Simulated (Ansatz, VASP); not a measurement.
## Hf2S in VASP and in Ansatz

```
Hf S
1.0
     3.37427    0.00000    0.00000
    -1.68714    2.92221    0.00000
     0.00000    0.00000   11.71741
Hf S
4 2
Direct
  0.66667 0.33333 0.89981
  0.33333 0.66667 0.39981
  0.66667 0.33333 0.60019
  0.33333 0.66667 0.10019
  0.00000 0.00000 0.75000
  0.00000 0.00000 0.25000
```

Alike in both runs: task single point; functional r2SCAN; k mesh 12 × 12 × 4; occupations gaussian, width 0.5 eV; no spin polarisation.

|  | VASP | Ansatz |
| --- | --- | --- |
| version | VASP 6.6.1 | Ansatz 0.2.0 |
| potentials or method | VASP PAW PBE potentials, release 64 (Hf_pv, S), cutoff 520 eV | scalar-relativistic, plane waves, PAW |
| valence electrons in the cell | 52 | 116 |

|  | VASP | Ansatz | Ansatz less VASP |
| --- | --- | --- | --- |
| gap on the k mesh at the Fermi level (eV) | none | none | - |
| pressure (GPa) | 0.2 | 1.1 | +0.88 |
| traceless stress, the component that is largest in VASP (GPa) | 0.79 | 0.89 | +0.095 |
| rms of the force components (eV/Å) | 0.028 | 0.026 | -0.0030 |

VASP's potentials were made for PBE, not for r2SCAN. Atom by atom the forces differ by 0.003 eV/Å (rms over components). A gap of «none» marks a metal or a gap that the smearing closes. VASP's potentials hold 52 valence electrons a cell and Ansatz's 116, so a difference there can come from the potentials and not from the codes.

Spin-orbit coupling is off throughout.
